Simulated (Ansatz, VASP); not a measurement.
**Two plane-wave programs on WSe2**

```
W Se
1.0
     3.29967    0.00000    0.00000
    -1.64983    2.85760    0.00000
     0.00000    0.00000   13.14870
W Se
2 4
Direct
  0.33333 0.66667 0.25000
  0.66667 0.33333 0.75000
  0.66667 0.33333 0.37666
  0.66667 0.33333 0.12334
  0.33333 0.66667 0.87666
  0.33333 0.66667 0.62334
```

Alike in both runs: task single point; functional PBE; k mesh 12 × 12 × 2; occupations fermi-dirac, width 0.02 eV; non-collinear spin, spin-orbit coupling.

|  | VASP | Ansatz |
| --- | --- | --- |
| version | VASP 6.6.1 | Ansatz 0.2.0 |
| potentials or method | VASP PAW PBE potentials, release 64 (W_sv, Se) | plane waves, PAW |
| plane-wave cutoff (eV) | 520 | 420 |
| valence electrons in the cell | 52 | 92 |

|  | VASP | Ansatz | Ansatz less VASP |
| --- | --- | --- | --- |
| pressure (GPa) | 3.9 | 3.4 | -0.56 |
| traceless stress, the component that is largest in VASP (GPa) | 1.14 | 1.11 | -0.032 |
| rms of the force components (eV/Å) | 0.168 | 0.134 | -0.0339 |
| net moment per atom (μB) | 0.00 | 0.00 | 0.000 |

Atom by atom the forces differ by 0.034 eV/Å (rms over components). With one functional, cell and mesh, what is left measures potentials, basis and numerics. VASP's potentials hold 52 valence electrons a cell and Ansatz's 92, so a difference there can come from the potentials and not from the codes.
